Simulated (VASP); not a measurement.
The system is ZrSe2.

```xyz
3
Lattice="3.7980 0.0000 0.0000 -1.8990 3.2892 0.0000 0.0000 0.0000 6.1920" Properties=species:S:1:pos:R:3 pbc="T T T"
Zr    0.0000    0.0000    0.0000
Se    0.0000    2.1928    1.5480
Se    1.8990    1.0964    4.6440
```

| Item | Value |
| --- | --- |
| Program | VASP 6.6.1 |
| Task | relaxation of the atoms |
| Functional | PBE |
| Dispersion | D3(BJ) |
| Potentials or basis | VASP PAW PBE potentials, release 64 (Zr_sv, Se) |
| Cutoff | 450 eV |
| k mesh | 12 × 12 × 8 |
| Occupations | gaussian, width 0.1 eV |
| Spin | no spin polarisation |

At the start: pressure -0.5 GPa; volume 25.78 Å³/atom.

Q: Where does the relaxation end?

A: Over 3 steps the energy falls by 3.3 meV/atom at a fixed cell; space group P-3m1 (No. 164, to 0.1 Å) before and after.

The path:
| step | energy change (eV) | largest force (eV/Å) | pressure (GPa) |
| --- | --- | --- | --- |
| 1 | 0.0000 | 0.3190 | -0.46 |
| 2 | -0.0073 | 0.1593 | -1.15 |
| 3 | -0.0098 | 0.0049 | -1.85 |

Final structure:
```
CELL_PARAMETERS angstrom
3.79800 0.00000 0.00000
-1.89900 3.28916 0.00000
0.00000 0.00000 6.19200
ATOMIC_POSITIONS crystal
Zr 0.00000 0.00000 0.00000
Se 0.33333 0.66667 0.25508
Se 0.66667 0.33333 0.74492
```
